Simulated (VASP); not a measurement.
Crystal: AlNi3.

```
CELL_PARAMETERS angstrom
0.00000 2.80189 2.80189
2.80189 0.00000 2.80189
2.80189 2.80189 0.00000
ATOMIC_POSITIONS crystal
Al 0.50000 0.50000 0.50000
Ni 0.25000 0.25000 0.25000
Ni 0.00000 0.00000 0.00000
Ni 0.75000 0.75000 0.75000
```

```yaml
Program: VASP 6.6.1
Task: relaxation of cell and atoms
Functional: PBE
Potentials_or_basis: VASP PAW PBE potentials, release 64 (Al, Ni)
Cutoff: 600 eV
k_mesh: 14 × 14 × 14
Occupations: gaussian, width 0.1 eV
Spin: no spin polarisation
```

At the start: pressure 7.0 GPa; volume 11.00 Å³/atom.

Task: Where does the relaxation end?

Result: Over 3 steps the energy falls by 8.4 meV/atom and the volume is 11.40 Å³/atom (+3.7 %); space group Fm-3m (No. 225, to 0.1 Å) before and after.

Step by step:
| step | energy change (eV) | largest force (eV/Å) | pressure (GPa) | volume (Å³) |
| --- | --- | --- | --- | --- |
| 1 | 0.0000 | 0.0000 | 6.97 | 43.99 |
| 2 | -0.0078 | 0.0000 | -5.36 | 47.11 |
| 3 | -0.0338 | 0.0000 | 0.00 | 45.61 |

Final structure:
```yaml
crystal:
  lattice:
    - [0.00000, 2.83578, 2.83578]
    - [2.83578, 0.00000, 2.83578]
    - [2.83578, 2.83578, 0.00000]
  atoms:
    - { symbol: Al, position: [0.50000, 0.50000, 0.50000] }
    - { symbol: Ni, position: [0.25000, 0.25000, 0.25000] }
    - { symbol: Ni, position: [0.00000, 0.00000, 0.00000] }
    - { symbol: Ni, position: [0.75000, 0.75000, 0.75000] }
```
